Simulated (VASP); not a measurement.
# Nb2SiB2: relaxation of cell and atoms with PBE

Nb2SiB2:

```
Nb Si B
1.0
     4.27649    0.00000    0.00000
    -2.13824    3.70355    0.00000
     0.00000    0.00000    4.59388
Nb Si B
2 1 2
Direct
  0.33333 0.66667 0.50000
  0.66667 0.33333 0.50000
  0.00000 0.00000 0.00000
  0.33333 0.66667 0.00000
  0.66667 0.33333 0.00000
```

```json
{"Program": "VASP 6.6.1", "Task": "relaxation of cell and atoms", "Functional": "PBE", "Potentials or basis": "VASP PAW PBE potentials, release 64 (Nb_sv, Si, B)", "Cutoff": "600 eV", "k mesh": "12 × 12 × 8", "Occupations": "gaussian, width 0.1 eV", "Spin": "no spin polarisation", "Dipole correction": "no", "Further INCAR settings": "ALGO = Normal; EDIFF = 1e-06; IBRION = 2; EDIFFG = -0.01; NSW = 100; ISIF = 3"}
```

```json
{
 "Relaxed volume": "14.58 Å³/atom",
 "Relaxed cell": "a = 4.297 Å, b = 4.297 Å, c = 4.560 Å, α = 90.00°, β = 90.00°, γ = 120.00°",
 "Space group after relaxing (to 0.05 Å)": "P6/mmm (No. 191)",
 "Energy gained by relaxing": "1.4 meV/atom",
 "Ionic steps": "5",
 "Pressure after relaxing": "0.0 GPa",
 "Band gap on the k mesh": "zero (band 18 reaches 9.09 eV, above the bottom of band 19 at 8.13 eV)"
}
```

The path:
```csv
step,energy change (eV),largest force (eV/Å),pressure (GPa),volume (Å³)
1,0.0000,0.0000,-0.22,72.76
2,-0.0050,0.0000,0.73,72.54
3,-0.0063,0.0000,0.46,72.61
4,-0.0067,0.0000,-0.12,73.01
5,-0.0068,0.0000,0.01,72.91
```

Final structure:
```
CELL_PARAMETERS angstrom
4.29701 0.00000 0.00000
-2.14850 3.72132 0.00000
0.00000 0.00000 4.55950
ATOMIC_POSITIONS crystal
Nb 0.33333 0.66667 0.50000
Nb 0.66667 0.33333 0.50000
Si 0.00000 0.00000 0.00000
B 0.33333 0.66667 0.00000
B 0.66667 0.33333 0.00000
```

Levels at points of the mesh, in eV from the Fermi level:
```csv
k point,band 16,band 17,band 18,band 19,band 20,band 21
"(0.00, 0.00, 0.00)",-2.19,-0.91,-0.91,-0.40,1.49,1.49
"(0.50, 0.00, 0.00)",-1.27,-1.11,-0.69,2.17,2.21,3.21
"(0.00, 0.00, 0.50)",-1.40,-1.32,-1.15,0.05,0.05,1.21
"(0.50, 0.00, 0.50)",-1.23,-0.55,-0.35,0.58,1.32,1.76
```

Run time: 10 min on 1 thread of Intel Xeon 6975P-C, on a shared host, peak memory 0.36 GiB.
